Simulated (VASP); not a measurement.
# MgMo (L11 type) in VASP: notebook, part 4 of 4

VASP 6.6.1. The steps go on from the part before.

**6. Electric field gradients, RPBE**

This run uses another cell than the first one, of 15.74 Å³/atom, 0.941 times its volume.

Contents of INCAR:

```
ALGO = Normal
EDIFF = 1E-8
ENCUT = 520
GGA = RP
ISIF = 2
ISMEAR = -1
LASPH = T
LCHARG = F
LEFG = T
LREAL = F
LWAVE = F
NBANDS = 15
NELM = 100
PREC = Accurate
SIGMA = 0.03
```

Contents of KPOINTS:

```
k-points
0
Gamma
  13 13 13
```

Contents of POSCAR:

```
MgMo
1.0
    1.3793569998     -0.7963721351      4.7775338961
    0.0000000000      1.5927442703      4.7775338961
   -1.3793569998     -0.7963721351      4.7775338961
Mg Mo
1 1
Direct
    0.0000000000      0.0000000000      0.0000000000
    0.5000000000      0.5000000000      0.5000000000
```

Potentials or basis: VASP PAW PBE potentials, release 64 (Mg, Mo_sv).

Started as:

```sh
> cat potpaw_PBE.64/Mg/POTCAR potpaw_PBE.64/Mo_sv/POTCAR > POTCAR
> mpirun -np 1 vasp_std > vasp.out
```

OUTCAR:

```text
EDIFF = 1E-8
   ENCUT = 520
   GGA = RP
   ISIF = 2
   ISMEAR = -1
   LASPH = T
   LREAL = F
   NELM = 100
   PREC = Accurate

 ion  position               nearest neighbor table
   1  0.000  0.000  0.000-   2 2.87   2 2.87   2 2.87   2 2.87   2 2.87   2 2.87
   2  0.500  0.500  0.500-   1 2.87   1 2.87   1 2.87   1 2.87   1 2.87   1 2.87

  LATTYP: Found a trigonal (rhomboedric) cell.
 ALAT       =     5.0360365804
 COS(alpha) =     0.8499604994

  Lattice vectors:

 A1 = (   1.3793569998,  -0.7963721351,   4.7775338961)
 A2 = (   0.0000000000,   1.5927442703,   4.7775338961)
[... 645 lines left out ...]
  free  energy   TOTEN  =       -10.6131996399 eV

  energy  without entropy=      -10.6069817304  energy(sigma->0) =      -10.61009069

 Electric field gradients (V/A^2)
---------------------------------------------------------------------
 ion       V_xx      V_yy      V_zz      V_xy      V_xz      V_yz
---------------------------------------------------------------------
   1       6.805     6.805   -13.610     0.000     0.000    -0.000
   2     -56.721   -56.721   113.441     0.000    -0.000    -0.000
---------------------------------------------------------------------

 Electric field gradients after diagonalization (V/A^2)
 (convention: |V_zz| > |V_xx| > |V_yy|)
----------------------------------------------------------------------
 ion       V_xx      V_yy      V_zz     asymmetry (V_yy - V_xx)/ V_zz
----------------------------------------------------------------------
   1       6.805     6.805   -13.610       0.000
   2     -56.721   -56.721   113.441       0.000
----------------------------------------------------------------------

           NMR quadrupolar parameters

 Cq : quadrupolar parameter    Cq=e*Q*V_zz/h
 eta: asymmetry parameters     (V_yy - V_xx)/ V_zz
 Q  : nuclear electric quadrupole moment in mb (millibarn)
----------------------------------------------------------------------
 ion       Cq(MHz)       eta       Q (mb)
----------------------------------------------------------------------
   1      -0.033       0.000       1.000
   2       0.274       0.000       1.000
----------------------------------------------------------------------
```

OSZICAR:

```text
N       E                     dE             d eps       ncg     rms          rms(c)
DAV:   1     0.117902353708E+03    0.11790E+03   -0.97492E+03  7490   0.101E+03
DAV:   2    -0.933534249425E+01   -0.12724E+03   -0.12208E+03  8393   0.291E+02
DAV:   3    -0.111191891778E+02   -0.17838E+01   -0.17714E+01  8316   0.349E+01
DAV:   4    -0.111261272282E+02   -0.69381E-02   -0.69378E-02  8449   0.245E+00
DAV:   5    -0.111261925084E+02   -0.65280E-04   -0.65280E-04  8484   0.216E-01    0.114E+01
DAV:   6    -0.107068968808E+02    0.41930E+00   -0.85263E-01  7224   0.918E+00    0.300E+00
DAV:   7    -0.106274073701E+02    0.79490E-01   -0.67789E-02  7616   0.206E+00    0.141E+00
DAV:   8    -0.106141224029E+02    0.13285E-01   -0.28890E-02  8785   0.155E+00    0.487E-01
DAV:   9    -0.106131911181E+02    0.93128E-03   -0.13258E-03  7596   0.408E-01    0.936E-02
DAV:  10    -0.106132036075E+02   -0.12489E-04   -0.28517E-05  9331   0.531E-02    0.423E-02
DAV:  11    -0.106132002811E+02    0.33265E-05   -0.14210E-05  8274   0.391E-02    0.584E-03
DAV:  12    -0.106131998727E+02    0.40836E-06   -0.58449E-07  8253   0.691E-03    0.171E-03
DAV:  13    -0.106131996263E+02    0.24642E-06   -0.15849E-07  8169   0.406E-03    0.344E-04
DAV:  14    -0.106131996426E+02   -0.16272E-07   -0.36125E-09  4620   0.676E-04    0.593E-05
DAV:  15    -0.106131996399E+02    0.26585E-08   -0.27052E-10  4200   0.186E-04
   1 F= -.10613200E+02 E0= -.10610091E+02  d E =-.621791E-02
```

stdout:

```text
POSCAR found type information on POSCAR MgMo
 POSCAR found :  2 types and       2 ions
 scaLAPACK will be used
 -----------------------------------------------------------------------------
|                                                                             |
|                                                                             |
|     You enforced a specific xc type in the INCAR file but a different       |
|     I HOPE YOU KNOW WHAT YOU ARE DOING!                                     |
|                                                                             |
 -----------------------------------------------------------------------------

 LDA part: xc-table for (Slater+PW92), standard interpolation
 POSCAR, INCAR and KPOINTS ok, starting setup
 FFT: planning ... GRIDC
 FFT: planning ... GRID_SOFT
 FFT: planning ... GRID
 WAVECAR not read
 entering main loop
ion   1

ion   2
```

Run time: 2.7 min. Hardware: 1 thread of Intel Xeon 6975P-C (Granite Rapids), shared host; peak memory 0.31 GiB.

What came out:

| Item | Value |
| --- | --- |
| Free energy | -10.6132 eV |
| Pressure | 16.6 GPa |
| Band gap on the k mesh | zero (band 8 reaches 9.56 eV, above the bottom of band 9 at 7.78 eV) |

Stress tensor (GPa, compression positive):
```
17.78  0.00  0.00
 0.00 17.78  0.00
 0.00  0.00 14.25
```

Levels at points of the mesh, in eV from the Fermi level:
| k point | band 4 | band 5 | band 6 | band 7 | band 8 | band 9 | band 10 | band 11 | band 12 | band 13 |
| --- | --- | --- | --- | --- | --- | --- | --- | --- | --- | --- |
| (0.00, 0.00, 0.00) | -34.00 | -7.67 | -3.90 | -0.85 | -0.25 | -0.25 | 2.40 | 2.40 | 4.22 | 13.99 |

Electric field gradients, principal values (V/Å²):
```
atom    least   middle  greatest (by size)
1 Mg    6.805    6.805             -13.610
2 Mo  -56.721  -56.721             113.441
```

Caveat: without QUAD_EFG the Cq values of the log hold for a quadrupole moment of 1 mb, not for the nuclei; the PAW data sets were made with another functional, which shifts forces and pressure a little.

**7. Electric field gradients, PBEsol (volume scaled by 0.97)**

Contents of INCAR:

```
ALGO = Normal
EDIFF = 1E-8
ENCUT = 520
GGA = PS
ISIF = 2
ISMEAR = -1
LASPH = True
LCHARG = False
LEFG = True
LREAL = False
LWAVE = False
NBANDS = 15
NELM = 60
PREC = Accurate
SIGMA = 0.03
```

KPOINTS is that of step 6.

Contents of POSCAR:

```
MgMo
1.0
    1.3936305604     -0.8046129792      4.8269717282
    0.0000000000      1.6092259584      4.8269717281
   -1.3936305604     -0.8046129792      4.8269717282
Mg Mo
1 1
Direct
    0.0000000000      0.0000000000      0.0000000000
    0.5000000000      0.5000000000      0.5000000000
```

Potentials or basis: VASP PAW PBE potentials, release 64 (Mg, Mo_sv).

Started as:

```sh
> cat potpaw_PBE.64/Mg/POTCAR potpaw_PBE.64/Mo_sv/POTCAR > POTCAR
> mpirun -np 1 vasp_std > vasp.out
```

OUTCAR:

```text
EDIFF = 1E-8
   ENCUT = 520
   GGA = PS
   ISIF = 2
   ISMEAR = -1
   LASPH = True
   LREAL = False
   NELM = 60
   PREC = Accurate

 ion  position               nearest neighbor table
   1  0.000  0.000  0.000-   2 2.90   2 2.90   2 2.90   2 2.90   2 2.90   2 2.90
   2  0.500  0.500  0.500-   1 2.90   1 2.90   1 2.90   1 2.90   1 2.90   1 2.90

  LATTYP: Found a trigonal (rhomboedric) cell.
 ALAT       =     5.0881493934
 COS(alpha) =     0.8499604994

  Lattice vectors:

 A1 = (   1.3936305604,  -0.8046129792,   4.8269717282)
 A2 = (   0.0000000000,   1.6092259584,   4.8269717281)
 A3 = (  -1.3936305604,  -0.8046129792,   4.8269717282)

Analysis of symmetry for initial positions (statically):
=====================================================================
 Subroutine PRICEL returns:
 Original cell was already a primitive cell.

 Routine SETGRP: Setting up the symmetry group for a
 trigonal (rhombohedral) supercell.

 Subroutine GETGRP returns: Found 12 space group operations
 (whereof 12 operations were pure point group operations)
[... 621 lines left out ...]
     0.000000000  1.609225958  4.826971728     0.000000000  0.414277848  0.069056409
    -1.393630560 -0.804612979  4.826971728    -0.358775140 -0.207138924  0.069056409

 POSITION                                       TOTAL-FORCE (eV/Angst)
 -----------------------------------------------------------------------------------
      0.00000      0.00000      0.00000        -0.000000      0.000000      0.000000
      0.00000      0.00000      7.24046         0.000000     -0.000000     -0.000000
 -----------------------------------------------------------------------------------
    total drift:                                0.000000      0.000000      0.000000

  FREE ENERGIE OF THE ION-ELECTRON SYSTEM (eV)
  ---------------------------------------------------
  free  energy   TOTEN  =       -12.5061058915 eV

  energy  without entropy=      -12.4995304153  energy(sigma->0) =      -12.50281815

 Electric field gradients (V/A^2)
---------------------------------------------------------------------
 ion       V_xx      V_yy      V_zz      V_xy      V_xz      V_yz
---------------------------------------------------------------------
   1       6.667     6.667   -13.334    -0.000     0.000     0.000
   2     -58.214   -58.214   116.428     0.000    -0.000     0.000
---------------------------------------------------------------------

 Electric field gradients after diagonalization (V/A^2)
 (convention: |V_zz| > |V_xx| > |V_yy|)
----------------------------------------------------------------------
 ion       V_xx      V_yy      V_zz     asymmetry (V_yy - V_xx)/ V_zz
----------------------------------------------------------------------
   1       6.667     6.667   -13.334       0.000
   2     -58.214   -58.214   116.428       0.000
----------------------------------------------------------------------

           NMR quadrupolar parameters

 Cq : quadrupolar parameter    Cq=e*Q*V_zz/h
 eta: asymmetry parameters     (V_yy - V_xx)/ V_zz
 Q  : nuclear electric quadrupole moment in mb (millibarn)
----------------------------------------------------------------------
 ion       Cq(MHz)       eta       Q (mb)
----------------------------------------------------------------------
   1      -0.032       0.000       1.000
   2       0.282       0.000       1.000
----------------------------------------------------------------------
```

OSZICAR:

```text
N       E                     dE             d eps       ncg     rms          rms(c)
DAV:   1     0.119247046650E+03    0.11925E+03   -0.95871E+03  7362   0.100E+03
DAV:   2    -0.113160854908E+02   -0.13056E+03   -0.12515E+03  8393   0.292E+02
DAV:   3    -0.131958156716E+02   -0.18797E+01   -0.18629E+01  8288   0.358E+01
DAV:   4    -0.132029736619E+02   -0.71580E-02   -0.71571E-02  8484   0.248E+00
DAV:   5    -0.132030376514E+02   -0.63990E-04   -0.63990E-04  8393   0.216E-01    0.120E+01
DAV:   6    -0.126350104700E+02    0.56803E+00   -0.11477E+00  7126   0.104E+01    0.272E+00
DAV:   7    -0.125297634426E+02    0.10525E+00   -0.74105E-02  7588   0.207E+00    0.142E+00
DAV:   8    -0.125083350636E+02    0.21428E-01   -0.35593E-02  8666   0.160E+00    0.531E-01
DAV:   9    -0.125061413243E+02    0.21937E-02   -0.14234E-03  7950   0.396E-01    0.113E-01
DAV:  10    -0.125061148012E+02    0.26523E-04   -0.46461E-05  9161   0.618E-02    0.438E-02
DAV:  11    -0.125061065825E+02    0.82187E-05   -0.14518E-05  8540   0.370E-02    0.689E-03
DAV:  12    -0.125061061530E+02    0.42951E-06   -0.14986E-06  8372   0.105E-02    0.228E-03
DAV:  13    -0.125061058999E+02    0.25308E-06   -0.31830E-07  7959   0.516E-03    0.463E-04
DAV:  14    -0.125061058915E+02    0.84658E-08   -0.59108E-09  6353   0.741E-04
   1 F= -.12506106E+02 E0= -.12502818E+02  d E =-.657548E-02
```

Wall time 2.1 min (1 thread of Intel Xeon 6975P-C (Granite Rapids), shared host); peak memory 0.32 GiB.

What came out:

| Property | Result |
| --- | --- |
| Free energy | -12.5061 eV |
| Pressure | 4.5 GPa |
| Band gap on the k mesh | zero (band 8 reaches 8.95 eV, above the bottom of band 9 at 7.25 eV) |

Stress tensor (GPa, compression positive):
```
4.80 0.00 0.00
0.00 4.80 0.00
0.00 0.00 3.87
```

Electric field gradients, principal values (V/Å²):
| atom | least | middle | greatest (by size) |
| --- | --- | --- | --- |
| 1 Mg | 6.667 | 6.667 | -13.334 |
| 2 Mo | -58.214 | -58.214 | 116.428 |

Caveat: the cell differs from its parent crystal (volume scaled by 0.97); without QUAD_EFG the Cq values of the log hold for a quadrupole moment of 1 mb, not for the nuclei; the PAW data sets were made with another functional, which shifts forces and pressure a little.

**8. Summary**

```tsv
level	cell	gap on the mesh (eV)	pressure (GPa)
PBEsol	a = 5.131, b = 5.140, c = 5.149 Å, angles 32.3, 31.8, 31.3°, 2 atoms	none	0.4
PBEsol	a = 5.272 Å, angles 30.5°, 2 atoms	none	1.2
PBEsol	a = 5.036 Å, angles 31.8°, 2 atoms	none	9.3
RPBE	a = 5.036 Å, angles 31.8°, 2 atoms	none	16.6
PBEsol	a = 5.088 Å, angles 31.8°, 2 atoms	none	4.5
```

Alike in all rows: task electric field gradients; potentials or basis VASP PAW PBE potentials, release 64 (Mg, Mo_sv); no spin polarisation; k mesh 13 × 13 × 13; cutoff (eV) 520; smearing fermi-dirac 0.03 eV.

Caveats: the PAW data sets were made with another functional, which shifts forces and pressure a little.

Total energies depend on the potentials used, so only differences within one code and one set of settings carry meaning.
